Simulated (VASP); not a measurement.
# KTaO3 (m) (P4/mmm) in VASP: notebook, part 2 of 2

VASP 6.6.1. Earlier steps stand in the parts before.

**3. Single point, PBEsol**

The input, INCAR:

```
SYSTEM = KTaO3
  PREC = Accurate
  ENCUT = 600
  EDIFF = 1E-6
  ISMEAR = 0
  SIGMA = 0.02
  LREAL = .False.
  LASPH = .True.
  NELM = 120
  ALGO = Normal
  ISIF = 2
  LWAVE = .False.
  LCHARG = .False.
  GGA = PS
  NBANDS = 27
  GGA_COMPAT = .False.
```

The input, KPOINTS:

```
Automatic mesh
0
Gamma
  8 8 8
  0 0 0
```

The input, POSCAR:

```
KTaO3
1.0
    4.0575754182      0.0000000000      0.0000000000
    0.0000000000      4.0575754182      0.0000000000
    0.0000000000      0.0000000000      3.9615793016
K Ta O
1 1 3
Direct
    0.0000000000      0.0000000000      0.0000000000
    0.5000000000      0.5000000000      0.5000000000
    0.5000000000      0.5000000000      0.0000000000
    0.5000000000      0.0000000000      0.5000000000
    0.0000000000      0.5000000000      0.5000000000
```

Potentials or basis: VASP PAW PBE potentials, release 64 (K_sv, Ta_pv, O).

Started as:

```sh
$ cat potpaw_PBE.64/K_sv/POTCAR potpaw_PBE.64/Ta_pv/POTCAR potpaw_PBE.64/O/POTCAR > POTCAR
$ mpirun -np 1 vasp_std > vasp.out
```

OUTCAR:

```text
SYSTEM = KTaO3
   PREC = Accurate
   ENCUT = 600
   EDIFF = 1E-6
   ISMEAR = 0
   LREAL = .False.
   LASPH = .True.
   NELM = 120
   ISIF = 2
   GGA = PS

 ion  position               nearest neighbor table
   1  0.000  0.000  0.000-   4 2.84   5 2.84   4 2.84   5 2.84   5 2.84   5 2.84   4 2.84   4 2.84
                             3 2.87   3 2.87   3 2.87   3 2.87   2 3.49   2 3.49   2 3.49   2 3.49
   2  0.500  0.500  0.500-   3 1.98   3 1.98   5 2.03   4 2.03   4 2.03   5 2.03   1 3.49   1 3.49
                             1 3.49   1 3.49   1 3.49   1 3.49   1 3.49   1 3.49
   3  0.500  0.500  0.000-   2 1.98   2 1.98   1 2.87   1 2.87   1 2.87   1 2.87
   4  0.500  0.000  0.500-   2 2.03   2 2.03   1 2.84   1 2.84   1 2.84   1 2.84
   5  0.000  0.500  0.500-   2 2.03   2 2.03   1 2.84   1 2.84   1 2.84   1 2.84

  LATTYP: Found a simple tetragonal cell.
 ALAT       =     4.0575754182
 C/A-ratio  =     0.9763415077

  Lattice vectors:

 A1 = (   4.0575754182,   0.0000000000,   0.0000000000)
 A2 = (   0.0000000000,   4.0575754182,   0.0000000000)
 A3 = (   0.0000000000,   0.0000000000,   3.9615793016)

Analysis of symmetry for initial positions (statically):
=====================================================================
 Subroutine PRICEL returns:
 Original cell was already a primitive cell.

 Routine SETGRP: Setting up the symmetry group for a
 simple tetragonal supercell.

 Subroutine GETGRP returns: Found 16 space group operations
 (whereof 16 operations were pure point group operations)
 out of a pool of 16 trial point group operations.

The static configuration has the point symmetry D_4h.

Analysis of symmetry for dynamics (positions and initial velocities):
=====================================================================
 Subroutine PRICEL returns:
 Original cell was already a primitive cell.

 Routine SETGRP: Setting up the symmetry group for a
 simple tetragonal supercell.

 Subroutine GETGRP returns: Found 16 space group operations
[... 129 lines left out ...]
     AMIX_MAG =   1.60;   BMIX_MAG =  1.00
  volume/ion in A,a.u.               =      13.04        88.03
  Fermi-wavevector in a.u.,A,eV,Ry     =   1.367316  2.583852 25.436807  1.869553
  Thomas-Fermi vector in A             =   2.493379
   LORBIT       =      0    0 simple, 1 ext, 2 COOP (PROOUT), +10 PAW based schemes
   GGA     = PS    functional components
   LHFCALC =     F    Hartree Fock is set to
   AEXX    =    0.0000 exact exchange contribution
   IVDW    =     0    specifies the selected vdW correction
   LEPSILON=     F    determine dielectric tensor
   LRPA    =     F    only Hartree local field effects (RPA)
 non-spin polarized calculation
 Gauss-broadening in eV      SIGMA  =   0.02
  energy-cutoff  :      600.00
  volume of cell :       65.22
 maximum number of plane-waves:      2224
   NGX = 17   NGY = 17   NGZ = 15

 number of electron      38.0000010 magnetization

 Free energy of the ion-electron system (eV)
  ---------------------------------------------------
  ext. energy  EPLUGINS =         0.00000000
  ---------------------------------------------------
  free energy    TOTEN  =       -42.87605232 eV

  energy without entropy =      -42.87605232  energy(sigma->0) =      -42.87605232

 E-fermi :   1.7063     XC(G=0): -10.9932

 val. band max:        1.4947028115   @ k =   0.5000   0.5000   0.5000
 cond. band min:       3.4795860236   @ k =   0.0000   0.0000   0.0000
 fundamental gap:      1.9848832121
 Fermi energy:         1.7063430375

 k-point     1 :       0.0000    0.0000    0.0000
  band No.  band energies     occupation
      1     -32.7386      2.00000
      2     -32.7011      2.00000
      3     -32.7011      2.00000
      4     -25.6633      2.00000
      5     -15.9596      2.00000
      6     -15.2646      2.00000
[... 709 lines left out ...]
     26      11.0583      0.00000
     27      12.1671      0.00000

 [... further k-points ...]

------------------------ aborting loop because EDIFF is reached ----------------------------------------

  FORCE on cell =-STRESS in cart. coord.  units (eV):
  Direction    XX          YY          ZZ          XY          YZ          ZX
  --------------------------------------------------------------------------------------
  -------------------------------------------------------------------------------------
  Total       -3.1651750     -3.1651750      0.2490642      0.0000000      0.0000000      0.0000000
  in kB      -77.7511371    -77.7511371      6.1181532      0.0000000      0.0000000      0.0000000
  external PRESSURE =     -49.7947070 kB  Pullay stress =       0.0000000 kB

 VOLUME and BASIS-vectors are now :
 -----------------------------------------------------------------------------
  energy-cutoff  :      600.00
  volume of cell :       65.22
      direct lattice vectors                 reciprocal lattice vectors
     4.057575418  0.000000000  0.000000000     0.246452597  0.000000000  0.000000000
     0.000000000  4.057575418  0.000000000     0.000000000  0.246452597  0.000000000
     0.000000000  0.000000000  3.961579302     0.000000000  0.000000000  0.252424582

 POSITION                                       TOTAL-FORCE (eV/Angst)
 -----------------------------------------------------------------------------------
      0.00000      0.00000      0.00000         0.000000      0.000000      0.000000
      2.02879      2.02879      1.98079         0.000000      0.000000      0.000000
      2.02879      2.02879      0.00000         0.000000      0.000000      0.000000
      2.02879      0.00000      1.98079         0.000000      0.000000      0.000000
      0.00000      2.02879      1.98079         0.000000      0.000000      0.000000
 -----------------------------------------------------------------------------------
    total drift:                                0.000000     -0.000000     -0.000000

  FREE ENERGIE OF THE ION-ELECTRON SYSTEM (eV)
  ---------------------------------------------------
  free  energy   TOTEN  =       -42.8760523244 eV

  energy  without entropy=      -42.8760523244  energy(sigma->0) =      -42.87605232
```

OSZICAR:

```text
N       E                     dE             d eps       ncg     rms          rms(c)
DAV:   1     0.346931864586E+03    0.34693E+03   -0.23083E+04  4050   0.160E+03
DAV:   2    -0.299398982901E+02   -0.37687E+03   -0.36369E+03  4763   0.422E+02
DAV:   3    -0.502747149034E+02   -0.20335E+02   -0.20233E+02  5269   0.944E+01
DAV:   4    -0.507886436212E+02   -0.51393E+00   -0.51321E+00  6947   0.126E+01
DAV:   5    -0.507911996669E+02   -0.25560E-02   -0.25556E-02  5034   0.873E-01    0.321E+01
DAV:   6    -0.431988705276E+02    0.75923E+01   -0.31734E+01  4868   0.374E+01    0.125E+01
DAV:   7    -0.429681734239E+02    0.23070E+00   -0.19003E+00  5273   0.861E+00    0.891E+00
DAV:   8    -0.429014222756E+02    0.66751E-01   -0.45650E-01  4896   0.551E+00    0.291E+00
DAV:   9    -0.428783377471E+02    0.23085E-01   -0.39927E-02  4943   0.159E+00    0.459E-01
DAV:  10    -0.428761473759E+02    0.21904E-02   -0.17601E-02  5371   0.843E-01    0.114E-01
DAV:  11    -0.428760341477E+02    0.11323E-03   -0.15763E-03  5340   0.241E-01    0.323E-02
DAV:  12    -0.428760465132E+02   -0.12365E-04   -0.58257E-05  5373   0.620E-02    0.146E-02
DAV:  13    -0.428760523412E+02   -0.58281E-05   -0.92430E-06  5520   0.224E-02    0.476E-03
DAV:  14    -0.428760523244E+02    0.16797E-07   -0.26110E-07  3753   0.363E-03
   1 F= -.42876052E+02 E0= -.42876052E+02  d E =-.515175E-53
```

stdout:

```text
POSCAR found type information on POSCAR K TaO
 POSCAR found :  3 types and       5 ions
 scaLAPACK will be used
 -----------------------------------------------------------------------------
|                                                                             |
|                                                                             |
|     You enforced a specific xc type in the INCAR file but a different       |
|     I HOPE YOU KNOW WHAT YOU ARE DOING!                                     |
|                                                                             |
 -----------------------------------------------------------------------------

 LDA part: xc-table for (Slater+PW92), standard interpolation
 POSCAR, INCAR and KPOINTS ok, starting setup
 FFT: planning ... GRIDC
 FFT: planning ... GRID_SOFT
 FFT: planning ... GRID
 WAVECAR not read
 entering main loop
```

Wall time 97 s (1 thread of Intel Xeon 6975P-C, shared host); peak memory 0.29 GiB.

What came out:

```
Free energy            : -42.8761 eV
Pressure               : -5.0 GPa
Band gap on the k mesh : 1.98 eV, indirect (least direct gap 2.62 eV)
```

Stress tensor (GPa, compression positive):
```
-7.78  0.00  0.00
 0.00 -7.78  0.00
 0.00  0.00  0.61
```

Caveat: the PAW data sets were made with another functional, which shifts forces and pressure a little; spin-orbit coupling is left out, which moves the levels of the heavy elements. Expect the measured gap to be larger: semilocal functionals such as PBEsol lack the derivative discontinuity.
